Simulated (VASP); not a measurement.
## Mo: single point with PBEsol

The system is Mo.

```
Mo
1.0
    -1.56253    1.59354    1.52968
     1.55702   -1.65711    1.58773
     1.57179    1.66636   -1.59325
Mo
1
Cartesian
  0.0164 -0.0005 0.0196
```

```
Program             : VASP 6.6.1
Task                : single point
Functional          : PBEsol
Potentials or basis : VASP PAW PBE potentials, release 64 (Mo_sv)
Cutoff              : 520 eV
k mesh              : 9 × 9 × 9
Occupations         : fermi-dirac, width 0.15 eV
Spin                : no spin polarisation
```

```yaml
Pressure: -8.4 GPa
Band_gap_on_the_k_mesh: zero (bands 7 and 8 overlap by 4.09 eV)
```

Stress tensor (GPa, compression positive):
```
 -4.65  -0.57   0.30
 -0.57 -16.80   3.91
  0.30   3.91  -3.64
```

Levels at points of the mesh, in eV from the Fermi level:
```csv
k point,band 4,band 5,band 6,band 7,band 8,band 9,band 10,band 11
"(0.00, 0.00, 0.00)",-34.42,-7.18,-1.61,-1.46,-0.81,1.38,1.95,14.21
```

Run time: 56 s on 1 thread of Intel(R) Xeon(R) Platinum 8488C (Sapphire Rapids) (shared host), peak memory 0.18 GiB.

Caveat: the stress differs along the axes, from -17 to -4 GPa; the PAW data sets were made with another functional, which shifts forces and pressure a little.
